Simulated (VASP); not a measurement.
# ZnS in VASP: further runs

Runs on ZnS. Level: PBEsol. Tasks: single point.

All numbers are computed with VASP 6.6.1; they aren't measurements. Logs are shortened: lines on timing, memory, paths and dates and some standing lists are left out, and cuts for length are marked.

**The experiment to reproduce.**

“Electronic, vibrational, and thermodynamic properties of ZnS (zincblende and rocksalt structure)”, 2009, arxiv:0911.5022 quotes, for a bulk crystal of ZnS at 19 K: band gap 3.85 eV (direct).

The results are compared with them further down.

## (1) The cell of the first run

The structure is cubic, space group F-43m (No. 216). Conventional cell: a = 5.404 Å, b = 5.404 Å, c = 5.404 Å, α = 90.00°, β = 90.00°, γ = 90.00°. Within 3.1 Å of Zn (site symmetry -43m) lie 4 S at 2.34 Å. Within 3.1 Å of S (site symmetry -43m) lie 4 Zn at 2.34 Å.

## (2) Single point, PBEsol

Contents of INCAR:

```
SYSTEM = ZnS
PREC = Accurate
ENCUT = 520
EDIFF = 1E-6
ISMEAR = 0
SIGMA = 0.02
LREAL = .False.
LASPH = .True.
NELM = 80
ALGO = Normal
ISIF = 2
LWAVE = .False.
LCHARG = .True.
GGA = PS
LELF = .True.
LVHAR = .True.
NBANDS = 16
```

Contents of KPOINTS:

```
regular mesh
0
Gamma
  6 6 6
  0 0 0
```

Contents of POSCAR:

```
ZnS
1.0
    0.0000000000      2.7020000000      2.7020000000
    2.7020000000      0.0000000000      2.7020000000
    2.7020000000      2.7020000000      0.0000000000
Zn S
1 1
Direct
    0.2500000000      0.2500000000      0.2500000000
    0.0000000000      0.0000000000      0.0000000000
```

Potentials or basis: VASP PAW PBE potentials, release 64 (Zn, S).

The run is started by

```
cat potpaw_PBE.64/Zn/POTCAR potpaw_PBE.64/S/POTCAR > POTCAR
mpirun -np 1 vasp_std > vasp.out
```

OUTCAR:

```text
SYSTEM = ZnS
   PREC = Accurate
   ENCUT = 520
   EDIFF = 1E-6
   ISMEAR = 0
   LREAL = .False.
   LASPH = .True.
   NELM = 80
   ISIF = 2
   GGA = PS

 ion  position               nearest neighbor table
   1  0.250  0.250  0.250-   2 2.34   2 2.34   2 2.34   2 2.34
   2  0.000  0.000  0.000-   1 2.34   1 2.34   1 2.34   1 2.34

  LATTYP: Found a face centered cubic cell.
 ALAT       =     5.4040000000

  Lattice vectors:

 A1 = (   0.0000000000,   2.7020000000,   2.7020000000)
 A2 = (   2.7020000000,   0.0000000000,   2.7020000000)
 A3 = (   2.7020000000,   2.7020000000,   0.0000000000)

Analysis of symmetry for initial positions (statically):
=====================================================================
 Subroutine PRICEL returns:
 Original cell was already a primitive cell.

 Routine SETGRP: Setting up the symmetry group for a
 face centered cubic supercell.

 Subroutine GETGRP returns: Found 24 space group operations
 (whereof 24 operations were pure point group operations)
 out of a pool of 48 trial point group operations.

The static configuration has the point symmetry T_d .

Analysis of symmetry for dynamics (positions and initial velocities):
=====================================================================
 Subroutine PRICEL returns:
 Original cell was already a primitive cell.

 Routine SETGRP: Setting up the symmetry group for a
 face centered cubic supercell.

 Subroutine GETGRP returns: Found 24 space group operations
 (whereof 24 operations were pure point group operations)
 out of a pool of 48 trial point group operations.

The dynamic configuration has the point symmetry T_d .

 Subroutine INISYM returns: Found 24 space group operations
 (whereof 24 operations are pure point group operations),
 and found     1 'primitive' translations

----------------------------------------------------------------------------------------

                                     Primitive cell

  volume of cell :      39.4535

  direct lattice vectors                    reciprocal lattice vectors
     0.000000000  2.702000000  2.702000000    -0.185048113  0.185048113  0.185048113
     2.702000000  0.000000000  2.702000000     0.185048113 -0.185048113  0.185048113
     2.702000000  2.702000000  0.000000000     0.185048113  0.185048113 -0.185048113

  length of vectors
     3.821205046  3.821205046  3.821205046     0.320512733  0.320512733  0.320512733

[... 70 lines left out ...]
   NELM   =     80;   NELMIN=  2; NELMDL= -5     # of ELM steps
   EDIFF  = 0.1E-05   stopping-criterion for ELM
   LREAL  =      F    real-space projection
   EDIFFG = 0.1E-04   stopping-criterion for IOM
   NSW    =      0    number of steps for IOM
   IBRION =     -1    ionic relax: 0-MD 1-quasi-New 2-CG
   NFREE  =      0    steps in history (QN), initial steepest desc. (CG)
   ISIF   =      2    stress and relaxation
   ISYM   =      2    0-nonsym 1-usesym 2-fastsym
   POTIM  = 0.5000    time-step for ionic-motion
   TEBEG  =    0.0;   TEEND  =   0.0 temperature during run
   PSTRESS=    0.0 pullay stress
   NELECT =      18.0000    total number of electrons
   NUPDOWN=      -1.0000    fix difference up-down
   EMIN   =  10.00;   EMAX   =-10.00  energy-range for DOS
   EFERMI =   0.00;   METHOD = LEGACY
   ISMEAR =     0;   SIGMA  =   0.02  broadening in eV -4-tet -1-fermi 0-gaus
   EFERMI_NEDOS =   21; number of points for ismear=-14 and -15
   IALGO  =     38    algorithm
   IMIX   =      4    mixing-type and parameters
     AMIX     =   0.40;   BMIX     =  1.00
     AMIX_MAG =   1.60;   BMIX_MAG =  1.00
  volume/ion in A,a.u.               =      19.73       133.12
  Fermi-wavevector in a.u.,A,eV,Ry     =   1.260290  2.381602 21.610537  1.588330
  Thomas-Fermi vector in A             =   2.393807
   LORBIT       =      0    0 simple, 1 ext, 2 COOP (PROOUT), +10 PAW based schemes
   GGA     = PS    functional components
   LHFCALC =     F    Hartree Fock is set to
   AEXX    =    0.0000 exact exchange contribution
   IVDW    =     0    specifies the selected vdW correction
   LEPSILON=     F    determine dielectric tensor
   LRPA    =     F    only Hartree local field effects (RPA)
 non-spin polarized calculation
 Gauss-broadening in eV      SIGMA  =   0.02
  energy-cutoff  :      520.00
  volume of cell :       39.45
 maximum number of plane-waves:      1073
   NGX = 15   NGY = 15   NGZ = 15

 number of electron      18.0000000 magnetization

 Free energy of the ion-electron system (eV)
  ---------------------------------------------------
  ext. energy  EPLUGINS =         0.00000000
  ---------------------------------------------------
  free energy    TOTEN  =        -7.58030553 eV

  energy without entropy =       -7.58030553  energy(sigma->0) =       -7.58030553

 E-fermi :   2.1579     XC(G=0):  -9.8489

 val. band max:        2.0157941311   @ k =   0.0000   0.0000   0.0000
 cond. band min:       3.9923515390   @ k =   0.0000   0.0000   0.0000
 fundamental gap:      1.9765574079
 Fermi energy:         2.1579404208

 k-point     1 :       0.0000    0.0000    0.0000
  band No.  band energies     occupation
      1     -11.1390      2.00000
      2      -4.3576      2.00000
      3      -4.3576      2.00000
      4      -4.3576      2.00000
      5      -3.8586      2.00000
      6      -3.8586      2.00000
[... 281 lines left out ...]
      3      -4.0635      2.00000
      4      -3.9763      2.00000
      5      -3.8359      2.00000
      6      -3.5011      2.00000
[... 8 lines left out ...]
     15      15.9177      0.00000
     16      16.7472      0.00000

------------------------ aborting loop because EDIFF is reached ----------------------------------------

  FORCE on cell =-STRESS in cart. coord.  units (eV):
  Direction    XX          YY          ZZ          XY          YZ          ZX
  --------------------------------------------------------------------------------------
  -------------------------------------------------------------------------------------
  Total       -0.4353912     -0.4353912     -0.4353912      0.0000000     -0.0000000     -0.0000000
  in kB      -17.6808914    -17.6808914    -17.6808914      0.0000000     -0.0000000     -0.0000000
  external PRESSURE =     -17.6808914 kB  Pullay stress =       0.0000000 kB

 VOLUME and BASIS-vectors are now :
 -----------------------------------------------------------------------------
  energy-cutoff  :      520.00
  volume of cell :       39.45
      direct lattice vectors                 reciprocal lattice vectors
     0.000000000  2.702000000  2.702000000    -0.185048113  0.185048113  0.185048113
     2.702000000  0.000000000  2.702000000     0.185048113 -0.185048113  0.185048113
     2.702000000  2.702000000  0.000000000     0.185048113  0.185048113 -0.185048113

 POSITION                                       TOTAL-FORCE (eV/Angst)
 -----------------------------------------------------------------------------------
      1.35100      1.35100      1.35100         0.000000      0.000000      0.000000
      0.00000      0.00000      0.00000        -0.000000     -0.000000     -0.000000
 -----------------------------------------------------------------------------------
    total drift:                               -0.000001     -0.000001     -0.000001

  FREE ENERGIE OF THE ION-ELECTRON SYSTEM (eV)
  ---------------------------------------------------
  free  energy   TOTEN  =        -7.5803055261 eV

  energy  without entropy=       -7.5803055261  energy(sigma->0) =       -7.58030553
```

Run time: 11 s. Hardware: 1 thread of Intel Xeon 6975P-C, shared host; peak memory 0.15 GiB.

What came out:

```yaml
Free_energy: -7.5803 eV
Pressure: -1.8 GPa
Band_gap_on_the_k_mesh: 1.98 eV, direct
```

Levels at points of the mesh, in eV from the valence-band top:
```
           k point  band 6  band 7  band 8  band 9  band 10  band 11  band 12  band 13
(0.00, 0.00, 0.00)   -5.87    0.00    0.00    0.00     1.98     6.31     6.31     6.31
(0.50, 0.00, 0.00)   -5.67   -5.36   -0.88   -0.88     3.19     6.83     6.83     8.70
(0.50, 0.50, 0.00)   -5.66   -4.61   -2.25   -2.25     3.24     3.97    10.83    11.88
```

Caveat: the PAW data sets were made with another functional, which shifts forces and pressure a little.

## (3) Single point, PBEsol

Contents of INCAR:

```
  ALGO = Normal
  EDIFF = 1E-6
  ENCUT = 520
  GGA = PS
  ISIF = 2
  ISMEAR = 0
  LASPH = T
  LCHARG = F
  LREAL = F
  LWAVE = F
  NBANDS = 16
  NELM = 60
  PREC = Accurate
  SIGMA = 0.02
```

Contents of KPOINTS:

```
k-points
0
Gamma
  6 6 6
```

Contents of POSCAR:

```
ZnS
1.0
    0.0000000000      2.6479600000      2.8134110787
    2.6479600000      0.0000000000      2.8134110787
    2.6479600000      2.6479600000      0.0000000000
Zn S
1 1
Direct
    0.2500000000      0.2500000000      0.2500000000
    0.0000000000      0.0000000000      0.0000000000
```

Potentials or basis: VASP PAW PBE potentials, release 64 (Zn, S).

The run is started by

```
cat potpaw_PBE.64/Zn/POTCAR potpaw_PBE.64/S/POTCAR > POTCAR
mpirun -np 1 vasp_std > vasp.out
```

Wall time 20 s (1 thread of Intel Xeon 6975P-C, shared host); peak memory 0.17 GiB.

It converged, with:

```yaml
Free_energy: -7.5664 eV
Pressure: -1.9 GPa
Band_gap_on_the_k_mesh: 1.88 eV, direct
```

Stress tensor (GPa, compression positive):
```
-0.89  0.00  0.00
 0.00 -0.89  0.00
 0.00  0.00 -3.79
```

Levels at points of the mesh, in eV from the valence-band top:
```csv
k point,band 6,band 7,band 8,band 9,band 10,band 11,band 12,band 13
"(0.00, 0.00, 0.00)",-5.94,-0.24,0.00,0.00,1.88,6.25,6.26,6.26
"(0.50, 0.00, 0.00)",-5.75,-5.42,-1.13,-0.77,3.06,6.57,7.03,8.64
"(0.50, 0.50, 0.00)",-5.80,-4.92,-2.10,-2.10,3.39,4.28,10.29,11.87
"(0.50, 0.00, 0.50)",-5.70,-4.55,-2.48,-2.36,3.07,3.71,10.93,11.36
```

Caveat: the PAW data sets were made with another functional, which shifts forces and pressure a little.

## (4) Single point, PBEsol

Contents of INCAR:

```
SYSTEM = ZnS
  ALGO = Normal
  EDIFF = 1E-6
  ENCUT = 520
  GGA = PS
  ISIF = 2
  ISMEAR = 0
  LASPH = .TRUE.
  LCHARG = .FALSE.
  LREAL = .FALSE.
  LWAVE = .FALSE.
  NBANDS = 16
  NELM = 80
  PREC = Accurate
  SIGMA = 0.02
```

Contents of KPOINTS:

```
k-points
0
G
  6 6 6
  0 0 0
```

Contents of POSCAR:

```
ZnS
1.0
    0.0000000000      2.6659733333      2.7755204529
    2.6659733333      0.0000000000      2.7755204529
    2.6659733333      2.6659733333      0.0000000000
Zn S
1 1
Direct
    0.2500000000      0.2500000000      0.2500000000
    0.0000000000      0.0000000000      0.0000000000
```

The run is started by

```
cat potpaw_PBE.64/Zn/POTCAR potpaw_PBE.64/S/POTCAR > POTCAR
mpirun -np 1 vasp_std > vasp.out
```

Wall time 21 s (1 thread of Intel Xeon 6975P-C, shared host); peak memory 0.17 GiB.

Results (log left out):

```yaml
Free_energy: -7.5743 eV
Pressure: -1.8 GPa
Band_gap_on_the_k_mesh: 1.92 eV, direct
```

Stress tensor (GPa, compression positive):
```
-1.18  0.00  0.00
 0.00 -1.18  0.00
 0.00  0.00 -3.04
```

Levels at points of the mesh, in eV from the valence-band top:
```
           k point  band 5  band 6  band 7  band 8  band 9  band 10  band 11  band 12  band 13  band 14
(0.00, 0.00, 0.00)   -5.93   -5.92   -0.15    0.00    0.00     1.92     6.27     6.27     6.27    11.25
(0.50, 0.00, 0.00)   -5.89   -5.72   -5.40   -1.04   -0.81     3.12     6.64     6.96     8.66    11.89
(0.50, 0.50, 0.00)   -5.85   -5.75   -4.81   -2.15   -2.15     3.33     4.18    10.48    11.88    11.88
(0.50, 0.00, 0.50)   -5.85   -5.69   -4.57   -2.41   -2.32     3.12     3.79    10.91    11.56    11.91
```

Caveat: the PAW data sets were made with another functional, which shifts forces and pressure a little. A hybrid or GW would open this gap; PBEsol tends to underestimate it.

## (5) Summary

```tsv
cell	gap on the mesh (eV)	pressure (GPa)
a = 3.821 Å, angles 60.0°, 2 atoms	1.98	-1.8
a = 3.864, b = 3.864, c = 3.745 Å, angles 61.0, 61.0, 58.0°, 2 atoms	1.88	-1.9
a = 3.848, b = 3.848, c = 3.770 Å, angles 60.7, 60.7, 58.7°, 2 atoms	1.92	-1.8
```

Alike in all rows: task single point; level PBEsol; potentials or basis VASP PAW PBE potentials, release 64 (Zn, S); no spin polarisation; k mesh 6 × 6 × 6; cutoff (eV) 520; smearing gaussian 0.02 eV.

Caveats: the PAW data sets were made with another functional, which shifts forces and pressure a little.

Absolute energies hang on the potentials; compare differences alone.

## (6) How close it comes

Step 2. Measured gap of ZnS: 3.85 eV (direct; 19 K; quoted in “Electronic, vibrational, and thermodynamic properties of ZnS (zincblende and rocksalt structure)”, 2009, arxiv:0911.5022). This calculation gives 1.98 eV (-1.87 eV). The value is that of PBEsol, without temperature or zero-point motion. Semilocal functionals fall short of measured gaps as a rule.
